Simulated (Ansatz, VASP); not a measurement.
One calculation of KBr, two programs

```
K Br
1.0
     3.97626    0.00000    0.00000
     0.00000    3.97626    0.00000
     0.00000    0.00000    3.97626
K Br
1 1
Cartesian
  0.0000 0.0000 0.0000
  1.9881 1.9881 1.9881
```

Alike in both runs: task single point; functional PBE; k mesh 4 × 4 × 4; occupations methfessel-paxton of order 1, width 0.001 eV; no spin polarisation.

|  | VASP | Ansatz |
| --- | --- | --- |
| version | VASP 6.6.1 | Ansatz 0.2.0 |
| potentials or method | VASP PAW PBE potentials, release 64 (K_sv, Br) | plane waves |
| plane-wave cutoff (eV) | 500 | 420 |
| valence electrons in the cell | 16 | 16 |

```tsv
	VASP	Ansatz	Ansatz less VASP
gap on the k mesh at the Fermi level (eV)	4.02	4.02	+0.001
pressure (GPa)	0.9	0.9	-0.05
```

The functional is the same, so the differences come from potentials, cutoffs and numerics.
